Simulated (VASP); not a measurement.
ReB2, 6 atoms in the cell. Symmetry: P6_3/mmc, No. 194, hexagonal system. Conventional cell: a = 2.890 Å, b = 2.890 Å, c = 7.456 Å, α = 90.00°, β = 90.00°, γ = 120.00°. Within 2.9 Å of Re (site symmetry -6m2) lie 8 B at 2.22 to 2.25 Å and 6 Re at 2.89 Å. Within 2.4 Å of B (site symmetry 3m) lie 3 B at 1.82 Å and 4 Re at 2.22 to 2.25 Å. 

| Item | Value |
| --- | --- |
| Program | VASP 6.6.1 |
| Task | single point |
| Functional | PBEsol |
| Potentials or basis | VASP PAW PBE potentials, release 64 (Re, B) |
| Cutoff | 520 eV |
| k mesh | 15 × 15 × 6 |
| Occupations | gaussian, width 0.1 eV |
| Spin | no spin polarisation |
| Dipole correction | no |
| Further INCAR settings | ALGO = Normal; EDIFF = 1e-06; NBANDS = 22 |

Potentials or basis: VASP PAW PBE potentials, release 64 (Re, B).

The run is started by

```sh
$ cat potpaw_PBE.64/Re/POTCAR potpaw_PBE.64/B/POTCAR > POTCAR
$ mpirun -np 1 vasp_std > vasp.out
```

Hardware: 1 thread of Intel(R) Xeon(R) 6975P-C (Granite Rapids), with other jobs on the host.

Task: Estimate the wall time of this run.

Result: Wall time 56 s on 1 thread of Intel(R) Xeon(R) 6975P-C (Granite Rapids) (shared host), peak memory 0.25 GiB. Counts: scf iterations 13, k points 108.
